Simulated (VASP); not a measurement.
# Cs (Im-3m) in VASP: notebook

The runs below take Cs through single point, relaxation of cell and atoms, with RPBE.

All numbers are computed with VASP 6.6.1; they aren't measurements. Logs are shortened: lines on timing, memory, paths and dates and some standing lists are left out, and cuts for length are marked.

## (1) The cell of the first run

It takes space group Im-3m (No. 229, cubic). Conventional cell: a = 6.313 Å, b = 6.313 Å, c = 6.313 Å, α = 90.00°, β = 90.00°, γ = 90.00°.

## (2) Single point, RPBE (125.83 Å³/atom)

INCAR reads:

```
ALGO = Normal
EDIFF = 1E-6
ENCUT = 520
GGA = RP
ISIF = 2
ISMEAR = -1
LASPH = True
LCHARG = False
LREAL = False
LWAVE = False
NBANDS = 10
NELM = 100
PREC = Accurate
SIGMA = 0.1
```

KPOINTS reads:

```
k-points
0
Gamma
  12 12 12
```

POSCAR reads:

```
Cs
1.0
   -3.1567249316      3.1567249316      3.1567249316
    3.1567249316     -3.1567249316      3.1567249316
    3.1567249316      3.1567249316     -3.1567249316
Cs
1
Direct
    0.0000000000      0.0000000000      0.0000000000
```

Potentials or basis: VASP PAW PBE potentials, release 64 (Cs_sv).

Launch:

```
cat potpaw_PBE.64/Cs_sv/POTCAR > POTCAR
mpirun -np 1 vasp_std > vasp.out
```

OUTCAR:

```text
EDIFF = 1E-6
   ENCUT = 520
   GGA = RP
   ISIF = 2
   ISMEAR = -1
   LASPH = True
   LREAL = False
   NELM = 100
   PREC = Accurate

 ion  position               nearest neighbor table
   1  0.000  0.000  0.000-

  LATTYP: Found a body centered cubic cell.
 ALAT       =     6.3134498632

  Lattice vectors:

 A1 = (  -3.1567249316,   3.1567249316,   3.1567249316)
 A2 = (   3.1567249316,  -3.1567249316,   3.1567249316)
 A3 = (   3.1567249316,   3.1567249316,  -3.1567249316)

Analysis of symmetry for initial positions (statically):
=====================================================================
 Subroutine PRICEL returns:
 Original cell was already a primitive cell.

 Routine SETGRP: Setting up the symmetry group for a
 body centered cubic supercell.

 Subroutine GETGRP returns: Found 48 space group operations
 (whereof 48 operations were pure point group operations)
 out of a pool of 48 trial point group operations.

The static configuration has the point symmetry O_h .

Analysis of symmetry for dynamics (positions and initial velocities):
=====================================================================
 Subroutine PRICEL returns:
 Original cell was already a primitive cell.

 Routine SETGRP: Setting up the symmetry group for a
 body centered cubic supercell.

 Subroutine GETGRP returns: Found 48 space group operations
 (whereof 48 operations were pure point group operations)
 out of a pool of 48 trial point group operations.

The dynamic configuration has the point symmetry O_h .

 Subroutine INISYM returns: Found 48 space group operations
 (whereof 48 operations are pure point group operations),
 and found     1 'primitive' translations

----------------------------------------------------------------------------------------

                                     Primitive cell

  volume of cell :     125.8259

  direct lattice vectors                    reciprocal lattice vectors
    -3.156724932  3.156724932  3.156724932     0.000000000  0.158392008  0.158392008
     3.156724932 -3.156724932  3.156724932     0.158392008  0.000000000  0.158392008
     3.156724932  3.156724932 -3.156724932     0.158392008  0.158392008  0.000000000

  length of vectors
     5.467607967  5.467607967  5.467607967     0.224000126  0.224000126  0.224000126

  position of ions in fractional coordinates (direct lattice)
     0.000000000  0.000000000  0.000000000

  ion indices of the primitive-cell ions
   primitive index   ion index
                 1           1

----------------------------------------------------------------------------------------

 KPOINTS: k-points

Automatic generation of k-mesh.
 Grid dimensions read from file:
 generate k-points for:   12   12   12

 Generating k-lattice:

  Cartesian coordinates                     Fractional coordinates (reciprocal lattice)
     0.000000000  0.013199334  0.013199334     0.083333333  0.000000000  0.000000000
     0.013199334  0.000000000  0.013199334     0.000000000  0.083333333  0.000000000
     0.013199334  0.013199334  0.000000000     0.000000000  0.000000000  0.083333333

  Length of vectors
     0.018666677  0.018666677  0.018666677

  Shift w.r.t. Gamma in fractional coordinates (k-lattice)
     0.000000000  0.000000000  0.000000000

 Subroutine IBZKPT returns following result:
 ===========================================

 Found     72 irreducible k-points:

 Following reciprocal coordinates:
            Coordinates               Weight
  0.000000  0.000000  0.000000      1.000000
  0.083333  0.000000  0.000000     12.000000
  0.166667  0.000000  0.000000     12.000000
  0.250000  0.000000  0.000000     12.000000
  0.333333  0.000000  0.000000     12.000000
  0.416667  0.000000  0.000000     12.000000
[... 16 lines left out ...]
  0.333333  0.083333  0.083333     24.000000
  0.416667  0.083333  0.083333     12.000000
 [... further k-points ...]
   k-points           NKPTS =     72   k-points in BZ     NKDIM =     72   number of bands    NBANDS=     10
   number of dos      NEDOS =    301   number of ions     NIONS =      1
   total plane-waves  NPLWV =  74088
   dimension x,y,z NGX =    42 NGY =   42 NGZ =   42
   dimension x,y,z NGXF=    84 NGYF=   84 NGZF=   84
   ions per type =               1
   NGX,Y,Z   is equivalent  to a cutoff of  12.77, 12.77, 12.77 a.u.
   NGXF,Y,Z  is equivalent  to a cutoff of  25.54, 25.54, 25.54 a.u.
 SYSTEM =  unknown system
   PREC   = accura    normal or accurate (medium, high low for compatibility)
   ISTART =      0    job   : 0-new  1-cont  2-samecut
   ICHARG =      2    charge: 1-file 2-atom 10-const
   ISPIN  =      1    spin polarized calculation?
   LNONCOLLINEAR =      F non collinear calculations
   LSORBIT =      F    spin-orbit coupling
   LASPH  =      T    aspherical Exc in radial PAW
   ENCUT  =  520.0 eV  38.22 Ry    6.18 a.u.  10.17 10.17 10.17*2*pi/ulx,y,z
   NELM   =    100;   NELMIN=  2; NELMDL= -5     # of ELM steps
   EDIFF  = 0.1E-05   stopping-criterion for ELM
   LREAL  =      F    real-space projection
   EDIFFG = 0.1E-04   stopping-criterion for IOM
   NSW    =      0    number of steps for IOM
   IBRION =     -1    ionic relax: 0-MD 1-quasi-New 2-CG
   NFREE  =      0    steps in history (QN), initial steepest desc. (CG)
   ISIF   =      2    stress and relaxation
   ISYM   =      2    0-nonsym 1-usesym 2-fastsym
   POTIM  = 0.5000    time-step for ionic-motion
   TEBEG  =    0.0;   TEEND  =   0.0 temperature during run
   PSTRESS=    0.0 pullay stress
   NELECT =       9.0000    total number of electrons
   NUPDOWN=      -1.0000    fix difference up-down
   EMIN   =  10.00;   EMAX   =-10.00  energy-range for DOS
   EFERMI =   0.00;   METHOD = LEGACY
   ISMEAR =    -1;   SIGMA  =   0.10  broadening in eV -4-tet -1-fermi 0-gaus
   EFERMI_NEDOS =   21; number of points for ismear=-14 and -15
   IALGO  =     38    algorithm
   IMIX   =      4    mixing-type and parameters
     AMIX     =   0.40;   BMIX     =  1.00
     AMIX_MAG =   1.60;   BMIX_MAG =  1.00
  volume/ion in A,a.u.               =     125.83       849.12
  Fermi-wavevector in a.u.,A,eV,Ry     =   0.679567  1.284195  6.283324  0.461811
  Thomas-Fermi vector in A             =   1.757802
   LORBIT       =      0    0 simple, 1 ext, 2 COOP (PROOUT), +10 PAW based schemes
   GGA     = RP    functional components
   LHFCALC =     F    Hartree Fock is set to
   AEXX    =    0.0000 exact exchange contribution
   IVDW    =     0    specifies the selected vdW correction
   LEPSILON=     F    determine dielectric tensor
   LRPA    =     F    only Hartree local field effects (RPA)
 non-spin polarized calculation
  energy-cutoff  :      520.00
  volume of cell :      125.83
 maximum number of plane-waves:      3408
 NGX is ok and might be reduce to    42
   NGX = 21   NGY = 21   NGZ = 21

 number of electron       8.9999998 magnetization

 Free energy of the ion-electron system (eV)
  ---------------------------------------------------
  ext. energy  EPLUGINS =         0.00000000
  ---------------------------------------------------
  free energy    TOTEN  =        -0.75710167 eV

  energy without entropy =       -0.71555840  energy(sigma->0) =       -0.73633004

 E-fermi :   0.3675     XC(G=0):  -5.0521

 val. band max:        0.3426269147   @ k =   0.3333   0.0833   0.0833
 cond. band min:       0.3769784816   @ k =  -0.3333   0.4167   0.1667
 fundamental gap:      0.0343515669
 Fermi energy:         0.3675312340

 k-point     1 :       0.0000    0.0000    0.0000
  band No.  band energies     occupation
      1     -23.5945      2.00000
      2     -10.3655      2.00000
      3     -10.3655      2.00000
      4     -10.3655      2.00000
      5      -1.2048      2.00000
      6       2.8467      0.00000
      7       2.8467      0.00000
      8       2.8467      0.00000
      9       3.6146      0.00000
     10       3.6146      0.00000

 k-point     2 :       0.0833    0.0000    0.0000
  band No.  band energies     occupation
      1     -23.5942      2.00000
      2     -10.3722      2.00000
      3     -10.3677      2.00000
      4     -10.3655      2.00000
      5      -1.1349      2.00000
      6       2.7659      0.00000
      7       2.7752      0.00000
      8       2.9156      0.00000
      9       3.4901      0.00000
     10       3.6002      0.00000

 k-point     3 :       0.1667    0.0000    0.0000
  band No.  band energies     occupation
      1     -23.5935      2.00000
      2     -10.3903      2.00000
      3     -10.3737      2.00000
      4     -10.3655      2.00000
      5      -0.9311      2.00000
      6       2.4911      0.00000
      7       2.5771      0.00000
      8       3.1204      0.00000
      9       3.4126      0.00000
     10       3.5829      0.00000

 k-point     4 :       0.2500    0.0000    0.0000
  band No.  band energies     occupation
      1     -23.5924      2.00000
      2     -10.4146      2.00000
      3     -10.3819      2.00000
      4     -10.3654      2.00000
      5      -0.6112      1.99989
      6       2.0848      0.00000
      7       2.3681      0.00000
      8       3.4547      0.00000
      9       3.4819      0.00000
     10       3.6091      0.00000
[... 222 lines left out ...]
 k-point    22 :       0.2500    0.0833    0.0833
  band No.  band energies     occupation
      1     -23.5912      2.00000
      2     -10.4396      2.00000
      3     -10.3900      2.00000
      4     -10.3712      2.00000
      5      -0.0855      1.97867
      6       1.6793      0.00000
      7       2.0026      0.00000
      8       3.6394      0.00000
      9       3.8271      0.00000
     10       3.9240      0.00000

 k-point    23 :       0.3333    0.0833    0.0833
  band No.  band energies     occupation
      1     -23.5905      2.00000
      2     -10.4514      2.00000
      3     -10.3986      2.00000
      4     -10.3715      2.00000
      5       0.3426      1.12388
      6       1.3504      0.00011
      7       1.9081      0.00000
      8       3.5448      0.00000
      9       3.9681      0.00000
     10       4.1933      0.00000

 k-point    24 :       0.4167    0.0833    0.0833
  band No.  band energies     occupation
      1     -23.5902      2.00000
      2     -10.4556      2.00000
      3     -10.4019      2.00000
      4     -10.3717      2.00000
      5       0.6081      0.16547
      6       1.1369      0.00091
      7       1.8763      0.00000
      8       3.4497      0.00000
      9       4.0542      0.00000
     10       4.3119      0.00000

 [... further k-points ...]

------------------------ aborting loop because EDIFF is reached ----------------------------------------

  FORCE on cell =-STRESS in cart. coord.  units (eV):
  Direction    XX          YY          ZZ          XY          YZ          ZX
  --------------------------------------------------------------------------------------
  -------------------------------------------------------------------------------------
  Total        0.0627395      0.0627395      0.0627395     -0.0000000     -0.0000000     -0.0000000
  in kB        0.7988792      0.7988792      0.7988792     -0.0000000     -0.0000000     -0.0000000
  external PRESSURE =       0.7988792 kB  Pullay stress =       0.0000000 kB

 VOLUME and BASIS-vectors are now :
 -----------------------------------------------------------------------------
  energy-cutoff  :      520.00
  volume of cell :      125.83
      direct lattice vectors                 reciprocal lattice vectors
    -3.156724932  3.156724932  3.156724932     0.000000000  0.158392008  0.158392008
     3.156724932 -3.156724932  3.156724932     0.158392008  0.000000000  0.158392008
     3.156724932  3.156724932 -3.156724932     0.158392008  0.158392008  0.000000000

 POSITION                                       TOTAL-FORCE (eV/Angst)
 -----------------------------------------------------------------------------------
      0.00000      0.00000      0.00000         0.000000      0.000000      0.000000
 -----------------------------------------------------------------------------------
    total drift:                               -0.000000      0.000000      0.000000

  FREE ENERGIE OF THE ION-ELECTRON SYSTEM (eV)
  ---------------------------------------------------
  free  energy   TOTEN  =        -0.7571016654 eV

  energy  without entropy=       -0.7155584048  energy(sigma->0) =       -0.73633004
```

Wall time 38 s (1 thread of Intel Xeon 6975P-C (Granite Rapids), shared host); peak memory 0.28 GiB.

Results:

```yaml
Free_energy: -0.7571 eV
Pressure: 0.1 GPa
Band_gap_on_the_k_mesh: zero (an odd number of electrons rules out a gap without spin polarisation)
```

Caveat: the PAW data sets were made with another functional, which shifts forces and pressure a little; spin-orbit coupling is left out, which moves the levels of the heavy elements.

## (3) Relaxation of cell and atoms, RPBE

This run uses another cell than the first one, of 110.45 Å³/atom.

INCAR reads:

```
  PREC = Accurate
  ENCUT = 600
  EDIFF = 1E-6
  ISMEAR = -1
  SIGMA = 0.1
  LREAL = False
  LASPH = True
  NELM = 100
  ALGO = Normal
  ISIF = 3
  LWAVE = False
  LCHARG = False
  GGA = RP
  IBRION = 2
  NSW = 80
  EDIFFG = -0.01
```

KPOINTS reads:

```
regular mesh
0
Gamma
  8 8 8
```

POSCAR reads:

```
Cs
1.0
   -3.0225000000      3.0225000000      3.0225000000
    3.0225000000     -3.0225000000      3.0225000000
    3.0225000000      3.0225000000     -3.0225000000
Cs
1
Direct
    0.0000000000      0.0000000000      0.0000000000
```

Potentials or basis: VASP PAW PBE potentials, release 64 (Cs_sv).

Launch:

```
cat potpaw_PBE.64/Cs_sv/POTCAR > POTCAR
mpirun -np 1 vasp_std > vasp.out
```

It took 45 s on 1 thread of Intel Xeon 6975P-C (Granite Rapids), shared host; peak memory 0.27 GiB.

It converged, with:

```
Free energy                           : -0.7572 eV
Relaxed volume                        : 131.00 Å³/atom
Relaxed cell                          : a = 5.542 Å, b = 5.542 Å, c = 5.542 Å, α = 109.47°, β = 109.47°, γ = 109.47°
Space group after relaxing (to 0.1 Å) : Im-3m (No. 229)
Energy gained by relaxing             : 22.4 meV/atom
Ionic steps                           : 4
Pressure after relaxing               : 0.0 GPa
Band gap on the k mesh                : zero (an odd number of electrons rules out a gap without spin polarisation)
```

The path:
```tsv
step	energy change (eV)	largest force (eV/Å)	pressure (GPa)	volume (Å³)
1	0.0000	0.0000	0.39	110.45
2	-0.0091	0.0000	0.29	114.81
3	-0.0221	0.0000	0.04	128.58
4	-0.0224	0.0000	0.01	131.00
```

Final structure:
```
Cs
1.0
    -3.19942    3.19942    3.19942
     3.19942   -3.19942    3.19942
     3.19942    3.19942   -3.19942
Cs
1
Cartesian
  0.0000 0.0000 0.0000
```

Levels at points of the mesh, in eV from the Fermi level:
```
           k point  band 1  band 2  band 3  band 4  band 5  band 6  band 7  band 8
(0.00, 0.00, 0.00)  -23.99  -10.76  -10.76  -10.76   -1.53    2.45    2.45    2.45
(0.50, 0.00, 0.00)  -23.98  -10.85  -10.79  -10.76    0.10    0.72    1.67    3.02
(0.50, 0.50, 0.50)  -23.98  -10.82  -10.82  -10.82    0.73    0.73    2.71    2.71
```

Caveat: the volume moved by over 15 % at a fixed basis, so the end points are rough; the PAW data sets were made with another functional, which shifts forces and pressure a little; spin-orbit coupling is left out, which moves the levels of the heavy elements. RPBE and its kin give volumes clearly too large for solids.

## (4) Single point, RPBE

This run uses another cell than the first one, of 131.07 Å³/atom.

INCAR reads:

```
  PREC = Accurate
  ENCUT = 520
  EDIFF = 1E-6
  ISMEAR = -1
  SIGMA = 0.1
  LREAL = F
  LASPH = T
  NELM = 80
  ALGO = Normal
  ISIF = 2
  LWAVE = F
  LCHARG = F
  GGA = RP
  NBANDS = 10
```

KPOINTS reads:

```
Automatic mesh
0
Gamma
  12 12 12
```

POSCAR reads:

```
Cs
1.0
   -3.1999731131      3.1999731131      3.1999731131
    3.1999731131     -3.1999731131      3.1999731131
    3.1999731131      3.1999731131     -3.1999731131
Cs
1
Direct
    0.0000000000      0.0000000000      0.0000000000
```

Launch:

```
cat potpaw_PBE.64/Cs_sv/POTCAR > POTCAR
mpirun -np 1 vasp_std > vasp.out
```

It took 34 s on 1 thread of Intel Xeon 6975P-C (Granite Rapids), shared host; peak memory 0.28 GiB.

It converged, with:

| Property | Result |
| --- | --- |
| Free energy | -0.7586 eV |
| Pressure | 0.0 GPa |
| Band gap on the k mesh | zero (an odd number of electrons rules out a gap without spin polarisation) |

Levels at points of the mesh, in eV from the Fermi level:
```
           k point  band 1  band 2  band 3  band 4  band 5  band 6  band 7  band 8
(0.00, 0.00, 0.00)  -23.99  -10.76  -10.76  -10.76   -1.53    2.45    2.45    2.45
(0.50, 0.00, 0.00)  -23.98  -10.85  -10.79  -10.76    0.10    0.72    1.68    3.02
(0.50, 0.50, 0.50)  -23.98  -10.82  -10.82  -10.82    0.74    0.74    2.71    2.71
```

Caveat: the PAW data sets were made with another functional, which shifts forces and pressure a little; spin-orbit coupling is left out, which moves the levels of the heavy elements.

[end of part 1 of 2]
